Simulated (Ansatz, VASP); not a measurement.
# Sb: VASP beside Ansatz

```xyz
1
Lattice="3.0617 0.0000 0.0000 0.0000 3.0617 0.0000 0.0000 0.0000 3.0311" Properties=species:S:1:pos:R:3 pbc="T T T"
Sb    0.0000    0.0000    0.0000
```

Change from the starting cell: strain along c alone, the other axes held, atoms relaxed: -1.0 %.

Alike in both runs: task single point; functional PBEsol; k mesh 18 × 18 × 18; occupations gaussian, width 0.1 eV; no spin polarisation.

|  | VASP | Ansatz |
| --- | --- | --- |
| version | VASP 6.6.1 | Ansatz 0.2.0 |
| potentials or method | VASP PAW PBE potentials, release 64 (Sb), cutoff 520 eV | scalar-relativistic, plane waves, PAW |
| valence electrons in the cell | 5 | 15 |

VASP gave:

* gap on the k mesh at the Fermi level (eV): none
* pressure (GPa): 0.8
* traceless stress, the component that is largest in VASP (GPa): 0.96

**Question.** What did Ansatz give for the same quantities?

**Answer.** gap on the k mesh at the Fermi level (eV): none; pressure (GPa): 0.7; traceless stress, the component that is largest in VASP (GPa): 0.96.

VASP's potentials were made for PBE, not for PBEsol. A gap of «none» marks a metal or a gap that the smearing closes. The functional is the same, so the differences come from potentials, cutoffs and numerics. VASP's potentials hold 5 valence electrons a cell and Ansatz's 15, so a difference there can come from the potentials and not from the codes.

Spin-orbit coupling is off throughout.
